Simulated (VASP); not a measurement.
K3TbTe2: relaxation of cell and atoms with PBE

The system is K3TbTe2.

```
CELL_PARAMETERS angstrom
3.07694 1.77647 6.44070
-3.07694 1.77647 6.44070
0.00000 -3.55294 6.44070
ATOMIC_POSITIONS crystal
K 0.00000 0.50000 0.50000
K 0.50000 0.00000 0.50000
K 0.50000 0.50000 0.00000
Tb 0.50000 0.50000 0.50000
Te 0.88297 0.88297 0.88297
Te 0.11703 0.11703 0.11703
```

The cell was generated, and may not be a known phase.

```yaml
Program: VASP 6.6.1
Task: relaxation of cell and atoms
Functional: PBE
Potentials_or_basis: VASP PAW PBE potentials, release 64 (K_sv, Tb_3, Te), 4f in core
Cutoff: 500 eV
k_mesh: 6 × 6 × 6
Occupations: gaussian, width 0.1 eV
Spin: no spin polarisation
Dipole_correction: no
Further_INCAR_settings: ALGO = Normal; EDIFF = 1e-07; IBRION = 2; EDIFFG = -0.01; NSW = 100; ISIF = 3
```

```json
{
 "Pressure after relaxing": "0.0 GPa",
 "Largest force after relaxing": "0.005 eV/Å",
 "Band gap on the k mesh": "zero (bands 24 and 25 overlap by 0.09 eV)"
}
```

Forces on the atoms (eV/Å):
```
K    0.000  0.000  0.000
K    0.000  0.000  0.000
K    0.000  0.000  0.000
Tb   0.000  0.000  0.000
Te   0.000  0.000 -0.005
Te   0.000  0.000  0.005
```

Final structure:
```xyz
6
Lattice="3.0769 1.7765 6.4407 -3.0769 1.7765 6.4407 0.0000 -3.5529 6.4407" Properties=species:S:1:pos:R:3 pbc="T T T"
K    -1.5385   -0.8882    6.4407
K     1.5385   -0.8882    6.4407
K     0.0000    1.7765    6.4407
Tb    0.0000    0.0000    9.6611
Te    0.0000    0.0000   17.0609
Te    0.0000    0.0000    2.2612
```

Levels at points of the mesh, in eV from the Fermi level:
```csv
k point,band 21,band 22,band 23,band 24,band 25,band 26,band 27,band 28
"(0.00, 0.00, 0.00)",-1.93,-1.93,-1.86,-1.81,0.08,0.08,0.60,1.09
"(0.50, 0.00, 0.00)",-2.21,-1.93,-1.58,-0.49,0.44,0.60,0.97,1.12
"(0.50, 0.50, 0.00)",-2.61,-2.09,-1.42,-0.22,0.55,0.80,0.92,1.15
"(0.50, 0.50, 0.50)",-2.16,-2.01,-2.01,-0.29,-0.13,0.67,0.67,1.30
```

It took 4.8 min on 1 thread of Intel(R) Xeon(R) Platinum 8488C (Sapphire Rapids), on a shared host, peak memory 0.47 GiB.

Caveat: the relaxation stopped at its first step, so nothing moved; spin-orbit coupling is left out, which moves the levels of the heavy elements; the 4f electrons are frozen in the core, so they carry no moment and show no levels. Spin polarisation is off, so any magnetic state and its effect on volume and gap are missing.
